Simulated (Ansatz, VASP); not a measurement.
**Two plane-wave programs on Cd4O3**

INCAR

```
SYSTEM = Cd4O3
PREC = Accurate
ENCUT = 600
EDIFF = 1E-6
ISMEAR = 0
SIGMA = 0.2
LREAL = .False.
LASPH = .True.
NELM = 80
ALGO = Normal
ISIF = 3
LWAVE = .False.
LCHARG = .False.
GGA = PE
IBRION = 2
NSW = 36
EDIFFG = -0.08
```

Contents of KPOINTS:

```
Automatic mesh
0
Gamma
  4 4 3
  0 0 0
```

POSCAR

```
Cd4O3
1.0
    4.5308724400      0.0000000000      0.0000000000
   -2.2654362200      3.9238506400      0.0000000000
    0.0000000000      0.0000000000      6.8313136900
Cd O
4 3
Direct
    0.3333333300      0.6666666700      0.2116438900
    0.3333333300      0.6666666700      0.7883561100
    0.6666666700      0.3333333300      0.7883561100
    0.6666666700      0.3333333300      0.2116438900
    0.4114475400      0.0000000000      0.0000000000
    0.0000000000      0.4114475400      0.0000000000
    0.5885524600      0.5885524600      0.0000000000
```

Input for Ansatz:

```yaml
crystal:
  lattice:
    - [4.53087244, 0.0, 0.0]
    - [-2.26543622, 3.92385064, 0.0]
    - [0.0, 0.0, 6.83131369]
  atoms:
    - { symbol: Cd, position: [0.33333333, 0.66666667, 0.21164389] }
    - { symbol: Cd, position: [0.33333333, 0.66666667, 0.78835611] }
    - { symbol: Cd, position: [0.66666667, 0.33333333, 0.78835611] }
    - { symbol: Cd, position: [0.66666667, 0.33333333, 0.21164389] }
    - { symbol: O, position: [0.41144754, 0.0, 0.0] }
    - { symbol: O, position: [0.0, 0.41144754, 0.0] }
    - { symbol: O, position: [0.58855246, 0.58855246, 0.0] }
basis:
  ecutwfc: 420
kpoints:
  mp_grid: { grid: [4, 4, 3] }
hamiltonian:
  xc: pbe
scf:
  occupations: { method: gaussian, width: 0.2 }
  lower_state_search: "off"
output:
  forces: true
  stress: true
  eigenvalues: true
relax:
  adjacent_minimum: "off"
  f_tol: 0.08
  max_steps: 16
  cell: { stress_tol: 0.8 }
```

Alike in both runs: task relaxation of cell and atoms; functional PBE; k mesh 4 × 4 × 3; occupations gaussian, width 0.2 eV; no spin polarisation.

|  | VASP | Ansatz |
| --- | --- | --- |
| version | VASP 6.6.1 | Ansatz 0.2.0 |
| potentials or method | VASP PAW PBE potentials, release 64 (Cd, O), cutoff 600 eV | scalar-relativistic, plane waves, PAW |
| valence electrons in the cell | 66 | 98 |

|  | VASP | Ansatz | Ansatz less VASP |
| --- | --- | --- | --- |
| gap on the k mesh at the Fermi level, each at its own relaxed structure (eV) | none | none | - |
| relaxed volume (Å³/atom) | 21.75 | 23.08 | +1.336 |
| relaxed length of the cell vector where the two differ most in proportion (Å) | 5.547 | 5.724 | +0.1773 |

A gap of «none» marks a metal or a gap that the smearing closes. One of these differences is far larger than is usual between the two programs; its cause wasn't traced. VASP's potentials hold 66 valence electrons a cell and Ansatz's 98, so a difference there can come from the potentials and not from the codes.

The k mesh is coarse, so the values compare programs but aren't converged. Noted on VASP's run: the volume moved by over 15 % at a fixed basis, so the end points are rough.
